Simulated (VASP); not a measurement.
# Al (Im-3m) in VASP: notebook

Runs on Al. Level: RPBE. Tasks: relaxation of cell and atoms, single point.

All numbers are computed with VASP 6.6.1; they aren't measurements. Logs are shortened: lines on timing, memory, paths and dates and some standing lists are left out, and cuts for length are marked.

### 1 The cell of the first run

The structure is cubic, space group Im-3m (No. 229). Conventional cell: a = 3.214 Å, b = 3.214 Å, c = 3.214 Å, α = 90.00°, β = 90.00°, γ = 90.00°. Within 3.7 Å of Al (site symmetry m-3m) lie 14 Al at 2.78 to 3.21 Å.

### 2 Relaxation of cell and atoms, RPBE

INCAR

```
PREC = Accurate
ENCUT = 600
EDIFF = 1E-7
ISMEAR = -1
SIGMA = 0.1
LREAL = F
LASPH = T
NELM = 80
ALGO = Normal
ISIF = 3
LWAVE = F
LCHARG = F
GGA = RP
IBRION = 2
NSW = 80
EDIFFG = -0.01
```

KPOINTS

```
regular mesh
0
Gamma
  14 14 14
```

POSCAR

```
Al
1.0
   -1.6070768880      1.6070768880      1.6070768880
    1.6070768880     -1.6070768880      1.6070768880
    1.6070768880      1.6070768880     -1.6070768880
Al
1
Direct
    0.0000000000      0.0000000000      0.0000000000
```

Potentials or basis: VASP PAW PBE potentials, release 64 (Al).

Launch:

```
$ cat potpaw_PBE.64/Al/POTCAR > POTCAR
$ mpirun -np 1 vasp_std > vasp.out
```

OUTCAR:

```text
PREC = Accurate
   ENCUT = 600
   EDIFF = 1E-7
   ISMEAR = -1
   LREAL = F
   LASPH = T
   NELM = 80
   ISIF = 3
   GGA = RP
   IBRION = 2
   NSW = 80
   EDIFFG = -0.01

 ion  position               nearest neighbor table
   1  0.000  0.000  0.000-

  LATTYP: Found a body centered cubic cell.
 ALAT       =     3.2141537760

  Lattice vectors:

 A1 = (  -1.6070768880,   1.6070768880,   1.6070768880)
 A2 = (   1.6070768880,  -1.6070768880,   1.6070768880)
 A3 = (   1.6070768880,   1.6070768880,  -1.6070768880)

Analysis of symmetry for initial positions (statically):
=====================================================================
 Subroutine PRICEL returns:
 Original cell was already a primitive cell.

 Routine SETGRP: Setting up the symmetry group for a
 body centered cubic supercell.

 Subroutine GETGRP returns: Found 48 space group operations
 (whereof 48 operations were pure point group operations)
 out of a pool of 48 trial point group operations.

The static configuration has the point symmetry O_h .

Analysis of symmetry for dynamics (positions and initial velocities):
=====================================================================
 Subroutine PRICEL returns:
 Original cell was already a primitive cell.

 Routine SETGRP: Setting up the symmetry group for a
 body centered cubic supercell.

 Subroutine GETGRP returns: Found 48 space group operations
 (whereof 48 operations were pure point group operations)
 out of a pool of 48 trial point group operations.

The dynamic configuration has the point symmetry O_h .

 Subroutine INISYM returns: Found 48 space group operations
 (whereof 48 operations are pure point group operations),
 and found     1 'primitive' translations

----------------------------------------------------------------------------------------

                                     Primitive cell

  volume of cell :      16.6024

  direct lattice vectors                    reciprocal lattice vectors
    -1.607076888  1.607076888  1.607076888     0.000000000  0.311123882  0.311123882
     1.607076888 -1.607076888  1.607076888     0.311123882  0.000000000  0.311123882
     1.607076888  1.607076888 -1.607076888     0.311123882  0.311123882  0.000000000

  length of vectors
     2.783538822  2.783538822  2.783538822     0.439995613  0.439995613  0.439995613

  position of ions in fractional coordinates (direct lattice)
     0.000000000  0.000000000  0.000000000

  ion indices of the primitive-cell ions
   primitive index   ion index
                 1           1

----------------------------------------------------------------------------------------

 KPOINTS: regular mesh

Automatic generation of k-mesh.
 Grid dimensions read from file:
 generate k-points for:   14   14   14

 Generating k-lattice:

  Cartesian coordinates                     Fractional coordinates (reciprocal lattice)
     0.000000000  0.022223134  0.022223134     0.071428571  0.000000000  0.000000000
     0.022223134  0.000000000  0.022223134     0.000000000  0.071428571  0.000000000
     0.022223134  0.022223134  0.000000000     0.000000000  0.000000000  0.071428571

  Length of vectors
     0.031428258  0.031428258  0.031428258

  Shift w.r.t. Gamma in fractional coordinates (k-lattice)
     0.000000000  0.000000000  0.000000000

 Subroutine IBZKPT returns following result:
 ===========================================

 Found    104 irreducible k-points:

 Following reciprocal coordinates:
            Coordinates               Weight
  0.000000  0.000000  0.000000      1.000000
  0.071429  0.000000  0.000000     12.000000
  0.142857  0.000000  0.000000     12.000000
  0.214286  0.000000  0.000000     12.000000
  0.285714  0.000000  0.000000     12.000000
  0.357143  0.000000  0.000000     12.000000
[... 16 lines left out ...]
  0.285714  0.285714  0.000000     24.000000
  0.357143  0.285714  0.000000     24.000000
 [... further k-points ...]
   k-points           NKPTS =    104   k-points in BZ     NKDIM =    104   number of bands    NBANDS=      5
   number of dos      NEDOS =    301   number of ions     NIONS =      1
   total plane-waves  NPLWV =  13824
   dimension x,y,z NGX =    24 NGY =   24 NGZ =   24
   dimension x,y,z NGXF=    48 NGYF=   48 NGZF=   48
   ions per type =               1
   NGX,Y,Z   is equivalent  to a cutoff of  14.33, 14.33, 14.33 a.u.
   NGXF,Y,Z  is equivalent  to a cutoff of  28.67, 28.67, 28.67 a.u.
 SYSTEM =  unknown system
   PREC   = accura    normal or accurate (medium, high low for compatibility)
   ISTART =      0    job   : 0-new  1-cont  2-samecut
   ICHARG =      2    charge: 1-file 2-atom 10-const
   ISPIN  =      1    spin polarized calculation?
   LNONCOLLINEAR =      F non collinear calculations
   LSORBIT =      F    spin-orbit coupling
   LASPH  =      T    aspherical Exc in radial PAW
   ENCUT  =  600.0 eV  44.10 Ry    6.64 a.u.   5.56  5.56  5.56*2*pi/ulx,y,z
   NELM   =     80;   NELMIN=  2; NELMDL= -5     # of ELM steps
   EDIFF  = 0.1E-06   stopping-criterion for ELM
   LREAL  =      F    real-space projection
   EDIFFG = -.1E-01   stopping-criterion for IOM
   NSW    =     80    number of steps for IOM
   IBRION =      2    ionic relax: 0-MD 1-quasi-New 2-CG
   NFREE  =      1    steps in history (QN), initial steepest desc. (CG)
   ISIF   =      3    stress and relaxation
   ISYM   =      2    0-nonsym 1-usesym 2-fastsym
   POTIM  = 0.5000    time-step for ionic-motion
   TEBEG  =    0.0;   TEEND  =   0.0 temperature during run
   PSTRESS=    0.0 pullay stress
   NELECT =       3.0000    total number of electrons
   NUPDOWN=      -1.0000    fix difference up-down
   EMIN   =  10.00;   EMAX   =-10.00  energy-range for DOS
   EFERMI =   0.00;   METHOD = LEGACY
   ISMEAR =    -1;   SIGMA  =   0.10  broadening in eV -4-tet -1-fermi 0-gaus
   EFERMI_NEDOS =   21; number of points for ismear=-14 and -15
   IALGO  =     38    algorithm
   IMIX   =      4    mixing-type and parameters
     AMIX     =   0.40;   BMIX     =  1.00
     AMIX_MAG =   1.60;   BMIX_MAG =  1.00
  volume/ion in A,a.u.               =      16.60       112.04
  Fermi-wavevector in a.u.,A,eV,Ry     =   0.925533  1.749004 11.654906  0.856611
  Thomas-Fermi vector in A             =   2.051398
   LORBIT       =      0    0 simple, 1 ext, 2 COOP (PROOUT), +10 PAW based schemes
   GGA     = RP    functional components
   LHFCALC =     F    Hartree Fock is set to
   AEXX    =    0.0000 exact exchange contribution
   IVDW    =     0    specifies the selected vdW correction
   LEPSILON=     F    determine dielectric tensor
   LRPA    =     F    only Hartree local field effects (RPA)
 conjugate gradient relaxation of ions
 non-spin polarized calculation
  energy-cutoff  :      600.00
  volume of cell :       16.60
 maximum number of plane-waves:       586
 NGX is ok and might be reduce to    24
   NGX = 11   NGY = 11   NGZ = 11

--------------------------------------- Ionic step        1  -------------------------------------------

 number of electron       3.0000000 magnetization

 Free energy of the ion-electron system (eV)
  ---------------------------------------------------
  ext. energy  EPLUGINS =         0.00000000
  ---------------------------------------------------
  free energy    TOTEN  =        -3.41847082 eV

  energy without entropy =       -3.40554993  energy(sigma->0) =       -3.41201038

 E-fermi :   8.0400     XC(G=0): -10.1234

 val. band max:        7.8293386952   @ k =   0.2857   0.1429   0.0714
 cond. band min:       8.0654206603   @ k =   0.2857   0.2143   0.2143
 fundamental gap:      0.2360819651
 Fermi energy:         8.0400170330

 k-point     1 :       0.0000    0.0000    0.0000
  band No.  band energies     occupation
      1      -3.0605      2.00000
      2      21.2486      0.00000
      3      21.2486      0.00000
      4      21.2486      0.00000
      5      22.7804      0.00000

 k-point     2 :       0.0714    0.0000    0.0000
  band No.  band energies     occupation
      1      -2.9142      2.00000
      2      19.5416      0.00000
      3      20.3007      0.00000
      4      20.6651      0.00000
      5      22.1598      0.00000

 k-point     3 :       0.1429    0.0000    0.0000
  band No.  band energies     occupation
      1      -2.4761      2.00000
      2      16.6683      0.00000
      3      19.0793      0.00000
      4      19.5303      0.00000
      5      21.0345      0.00000

 k-point     4 :       0.2143    0.0000    0.0000
  band No.  band energies     occupation
      1      -1.7491      2.00000
      2      13.7356      0.00000
      3      18.0480      0.00000
      4      18.4124      0.00000
      5      19.9753      0.00000
[... 208 lines left out ...]
 VOLUME and BASIS-vectors are now :
 -----------------------------------------------------------------------------
  energy-cutoff  :      600.00
  volume of cell :       17.29
      direct lattice vectors                 reciprocal lattice vectors
    -1.628964379  1.628964379  1.628964379     0.000000000  0.306943483  0.306943483
     1.628964379 -1.628964379  1.628964379     0.306943483  0.000000000  0.306943483
     1.628964379  1.628964379 -1.628964379     0.306943483  0.306943483  0.000000000

 POSITION                                       TOTAL-FORCE (eV/Angst)
 -----------------------------------------------------------------------------------
     -1.62896      1.62896      1.62896         0.000000     -0.000000      0.000000
 -----------------------------------------------------------------------------------
    total drift:                                0.000000      0.000000     -0.000000

  FREE ENERGIE OF THE ION-ELECTRON SYSTEM (eV)
  ---------------------------------------------------
  free  energy   TOTEN  =        -3.4236420180 eV

  energy  without entropy=       -3.4108318621  energy(sigma->0) =       -3.41723694

--------------------------------------- Ionic step        3  -------------------------------------------

 number of electron       3.0000000 magnetization

 Free energy of the ion-electron system (eV)
  ---------------------------------------------------
  ext. energy  EPLUGINS =         0.00000000
  ---------------------------------------------------
  free energy    TOTEN  =        -3.42367649 eV

  energy without entropy =       -3.41085337  energy(sigma->0) =       -3.41726493

 E-fermi :   7.6504     XC(G=0):  -9.9894

 val. band max:        7.6287871722   @ k =   0.2857   0.2857   0.0000
 cond. band min:       7.6965383722   @ k =   0.2857   0.2143   0.0000
 fundamental gap:      0.0677512001
 Fermi energy:         7.6503548586

 k-point     1 :       0.0000    0.0000    0.0000
  band No.  band energies     occupation
      1      -3.1891      2.00000
      2      20.6366      0.00000
      3      20.6366      0.00000
      4      20.6366      0.00000
      5      21.8526      0.00000

 k-point     2 :       0.0714    0.0000    0.0000
  band No.  band energies     occupation
      1      -3.0464      2.00000
      2      18.8958      0.00000
      3      19.6152      0.00000
      4      20.0716      0.00000
      5      21.3213      0.00000

 k-point     3 :       0.1429    0.0000    0.0000
  band No.  band energies     occupation
      1      -2.6191      2.00000
      2      16.0854      0.00000
      3      18.3873      0.00000
      4      18.9696      0.00000
      5      20.2811      0.00000

 k-point     4 :       0.2143    0.0000    0.0000
  band No.  band energies     occupation
      1      -1.9096      2.00000
      2      13.2199      0.00000
      3      17.3626      0.00000
      4      17.8819      0.00000
      5      19.2693      0.00000
[... 173 lines left out ...]
 VOLUME and BASIS-vectors are now :
 -----------------------------------------------------------------------------
  energy-cutoff  :      600.00
  volume of cell :       17.24
      direct lattice vectors                 reciprocal lattice vectors
    -1.627278412  1.627278412  1.627278412     0.000000000  0.307261496  0.307261496
     1.627278412 -1.627278412  1.627278412     0.307261496  0.000000000  0.307261496
     1.627278412  1.627278412 -1.627278412     0.307261496  0.307261496  0.000000000

 POSITION                                       TOTAL-FORCE (eV/Angst)
 -----------------------------------------------------------------------------------
      0.00000     -0.00000      0.00000         0.000000     -0.000000     -0.000000
 -----------------------------------------------------------------------------------
    total drift:                                0.000000      0.000000      0.000000

  FREE ENERGIE OF THE ION-ELECTRON SYSTEM (eV)
  ---------------------------------------------------
  free  energy   TOTEN  =        -3.4236764924 eV

  energy  without entropy=       -3.4108533725  energy(sigma->0) =       -3.41726493

 reached required accuracy - stopping structural energy minimisation
```

Run time: 5.8 s. Hardware: 1 thread of Intel Xeon 6975P-C (Granite Rapids), shared host; peak memory 0.13 GiB.

Results:

```
Free energy                            : -3.4237 eV
Relaxed volume                         : 17.24 Å³/atom
Relaxed cell                           : a = 2.819 Å, b = 2.819 Å, c = 2.819 Å, α = 109.47°, β = 109.47°, γ = 109.47°
Space group after relaxing (to 0.05 Å) : Im-3m (No. 229)
Energy gained by relaxing              : 5.2 meV/atom
Ionic steps                            : 3
Pressure after relaxing                : 0.0 GPa
```

Step by step:
| step | energy change (eV) | largest force (eV/Å) | pressure (GPa) | volume (Å³) |
| --- | --- | --- | --- | --- |
| 1 | 0.0000 | 0.0000 | 2.72 | 16.60 |
| 2 | -0.0052 | 0.0000 | -0.20 | 17.29 |
| 3 | -0.0052 | 0.0000 | 0.00 | 17.24 |

Final structure:
```
CELL_PARAMETERS angstrom
-1.62728 1.62728 1.62728
1.62728 -1.62728 1.62728
1.62728 1.62728 -1.62728
ATOMIC_POSITIONS crystal
Al 0.00000 0.00000 0.00000
```

Caveat: the PAW data sets were made with another functional, which shifts forces and pressure a little.

### 3 Single point, RPBE

This run uses another cell than the first one, of 17.27 Å³/atom, 1.040 times its volume.

INCAR

```
PREC     = Accurate       # precision mode
ENCUT    = 520            # plane-wave cutoff, eV
EDIFF    = 1E-7           # SCF threshold, eV
ISMEAR   = -1             # smearing method
SIGMA    = 0.1            # smearing width, eV
LREAL    = F              # projectors in reciprocal space
LASPH    = T              # aspherical terms in the spheres
NELM     = 60             # most SCF steps
ALGO     = Normal         # electronic algorithm
ISIF     = 2              # what is computed and relaxed
LWAVE    = F              # write WAVECAR
LCHARG   = F              # write CHGCAR
GGA      = RP             # functional
NBANDS   = 8              # bands
```

KPOINTS

```
Automatic mesh
0
Gamma
  22 22 22
```

POSCAR

```
Al
1.0
   -1.6284396167      1.6284396167      1.6284396167
    1.6284396167     -1.6284396167      1.6284396167
    1.6284396167      1.6284396167     -1.6284396167
Al
1
Direct
    0.0000000000      0.0000000000      0.0000000000
```

Potentials or basis: VASP PAW PBE potentials, release 64 (Al).

Launch:

```
$ cat potpaw_PBE.64/Al/POTCAR > POTCAR
$ mpirun -np 1 vasp_std > vasp.out
```

Run time: 12 s. Hardware: 1 thread of Intel Xeon 6975P-C (Granite Rapids), shared host; peak memory 0.16 GiB.

It converged, with:

```
Free energy : -3.4200 eV
Pressure    : -0.3 GPa
```

Levels at points of the mesh, in eV from the Fermi level:
| k point | band 1 | band 2 | band 3 | band 4 |
| --- | --- | --- | --- | --- |
| (0.00, 0.00, 0.00) | -10.83 | 12.97 | 12.97 | 12.97 |
| (0.50, 0.00, 0.00) | -4.18 | -3.80 | 7.87 | 8.12 |
| (0.50, 0.50, 0.50) | 1.80 | 1.80 | 1.80 | 3.00 |

Caveat: the PAW data sets were made with another functional, which shifts forces and pressure a little.
